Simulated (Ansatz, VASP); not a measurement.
**CaBC in VASP and in Ansatz**

Contents of INCAR:

```
SYSTEM = CaBC
ALGO     = Normal         ! electronic algorithm
EDIFF    = 1E-6           ! SCF threshold, eV
ENCUT    = 520            ! plane-wave cutoff, eV
GGA      = PE             ! functional
ISIF     = 2              ! what is computed and relaxed
ISMEAR   = -1             ! smearing method
LASPH    = .True.         ! aspherical terms in the spheres
LCHARG   = .False.        ! write CHGCAR
LREAL    = .False.        ! projectors in reciprocal space
LWAVE    = .False.        ! write WAVECAR
NBANDS   = 26             ! bands
NELM     = 100            ! most SCF steps
PREC     = Accurate       ! precision mode
SIGMA    = 0.05           ! smearing width, eV
```

KPOINTS

```
k-points
0
Gamma
  10 10 4
  0 0 0
```

POSCAR

```
CaBC
1.0
    2.9667538568      0.0000000000      0.0000000000
   -1.4833769284      2.5692842067      0.0000000000
    0.0000000000      0.0000000000      8.2054140000
Ca C B
2 2 2
Direct
    0.0000000000      0.0000000000      0.5000000000
    0.0000000000      0.0000000000      0.0000000000
    0.3333333333      0.6666666667      0.2500000000
    0.6666666667      0.3333333333      0.7500000000
    0.3333333333      0.6666666667      0.7500000000
    0.6666666667      0.3333333333      0.2500000000
```

input.yaml

```yaml
crystal:
  lattice:
    - [2.9667538568, 0.0, 0.0]
    - [-1.4833769284, 2.5692842067, 0.0]
    - [0.0, 0.0, 8.205414]
  atoms:
    - { symbol: Ca, position: [0.0, 0.0, 0.5] }
    - { symbol: Ca, position: [0.0, 0.0, 0.0] }
    - { symbol: C, position: [0.3333333333, 0.6666666667, 0.25] }
    - { symbol: C, position: [0.6666666667, 0.3333333333, 0.75] }
    - { symbol: B, position: [0.3333333333, 0.6666666667, 0.75] }
    - { symbol: B, position: [0.6666666667, 0.3333333333, 0.25] }
hamiltonian:
  xc: pbe
  pseudopotentials: { kind: paw }
kpoints:
  mp_grid: { grid: [10, 10, 4] }
scf:
  occupations: { method: fermi_dirac, width: 0.05 }
output:
  forces: true
  stress: true
  eigenvalues: true
```

Alike in both runs: task single point; functional PBE; k mesh 10 × 10 × 4; occupations fermi-dirac, width 0.05 eV; no spin polarisation.

|  | VASP | Ansatz |
| --- | --- | --- |
| version | VASP 6.6.1 | Ansatz 0.2.0 |
| potentials or method | VASP PAW PBE potentials, release 64 (Ca_sv, C, B) | Ansatz PAW |
| plane-wave cutoff (eV) | 520 | 420 |
| valence electrons in the cell | 34 | 34 |

VASP gave:

```
gap on the k mesh at the Fermi level (eV)                     : none
pressure (GPa)                                                : -0.1
traceless stress, the component that is largest in VASP (GPa) : 0.65
```

Task: What did Ansatz give for the same quantities?

Result: gap on the k mesh at the Fermi level (eV): none; pressure (GPa): -0.7; traceless stress, the component that is largest in VASP (GPa): 0.43.

A gap of «none» marks a metal or a gap that the smearing closes. The functional is the same, so the differences come from potentials, cutoffs and numerics.
